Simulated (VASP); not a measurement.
GaAs:

```
Ga As
1.0
     3.32867    0.00000    0.00000
     0.00000    3.32867    0.00000
     0.00000    0.00000    3.32867
Ga As
1 1
Direct
  0.00000 0.00000 0.00000
  0.50000 0.50000 0.50000
```

Base run:

* Program: VASP 6.6.1
* Functional: r2SCAN
* Potentials or basis: VASP PAW PBE potentials, release 64 (Ga_d, As)
* Cutoff: 550 eV
* k mesh: 8 × 8 × 8
* Occupations: fermi-dirac, width 0.02 eV
* Spin: no spin polarisation

Its results: band gap on the k mesh zero (band 9 reaches 7.53 eV, above the bottom of band 10 at 3.79 eV); pressure 0.0 GPa.

Question: The run is repeated on the same cell with these changes: functional from r2SCAN to PBE; cutoff from 550 eV to 520 eV. What comes out?

Answer: Band gap on the k mesh zero (band 9 reaches 7.66 eV, above the bottom of band 10 at 3.94 eV); pressure 2.5 GPa.

Caveats: the PAW data sets were made with another functional, which shifts forces and pressure a little (some runs).
